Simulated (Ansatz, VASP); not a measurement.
Two plane-wave programs on Ge

POSCAR

```
Ge
1.0
    0.0000000000      2.1712285705      2.1712285705
    2.1712285705      0.0000000000      2.1712285705
    2.1712285705      2.1712285705      0.0000000000
Ge
1
Direct
    0.0000000000      0.0000000000      0.0000000000
```

INCAR.step1

```
ALGO = Normal ; EDIFF = 1E-4
ENCUT = 520 ; GGA = PE
ISMEAR = -1 ; LASPH = True
LCHARG = False ; LREAL = False
LWAVE = True ; NBANDS = 13
NELM = 100 ; PREC = Accurate
SIGMA = 0.1
```

The input INCAR.step2:

```
ALGO = Normal ; EDIFF = 1E-6
ENCUT = 520 ; ISIF = 2
ISMEAR = -1 ; ISTART = 1
LASPH = True ; LCHARG = False
LMIXTAU = True ; LREAL = False
LWAVE = False ; METAGGA = R2SCAN
NBANDS = 13 ; NELM = 100
PREC = Accurate ; SIGMA = 0.1
```

Contents of KPOINTS:

```
k-points
0
Gamma
  14 14 14
```

Input for Ansatz:

```yaml
crystal:
  lattice:
    - [0.0, 2.1712285705, 2.1712285705]
    - [2.1712285705, 0.0, 2.1712285705]
    - [2.1712285705, 2.1712285705, 0.0]
  atoms:
    - { symbol: Ge, position: [0.0, 0.0, 0.0] }
hamiltonian:
  xc: r2scan
  pseudopotentials:
    kind: paw
    azcp:
      Ge: "pseudopotentials/Ge.paw.azcp"
basis:
  ecutwfc: 500
  fft_grid_basis: typed
kpoints:
  mp_grid: { grid: [14, 14, 14], shift: [0, 0, 0] }
magnetization:
  spin_polarized: false
scf:
  occupations: { method: fermi_dirac, width: 0.1 }
  lower_state_search: "off"
output:
  stress: true
  write_density: true
  write_potential: true
  elf: true
  volumetric_format: npy
```

Alike in both runs: task single point; functional r2SCAN; k mesh 14 × 14 × 14; occupations fermi-dirac, width 0.1 eV; no spin polarisation.

|  | VASP | Ansatz |
| --- | --- | --- |
| version | VASP 6.6.1 | Ansatz 0.2.0 |
| potentials or method | VASP PAW PBE potentials, release 64 (Ge_d), cutoff 520 eV | plane waves (500 eV) with PAW, scalar-relativistic |
| valence electrons in the cell | 14 | 14 |

VASP gave:

* pressure (GPa): -4.2

Task: What did Ansatz give for the same quantities?

Result: Pressure (GPa): -4.1.

VASP's potentials were made for PBE, not for r2SCAN.
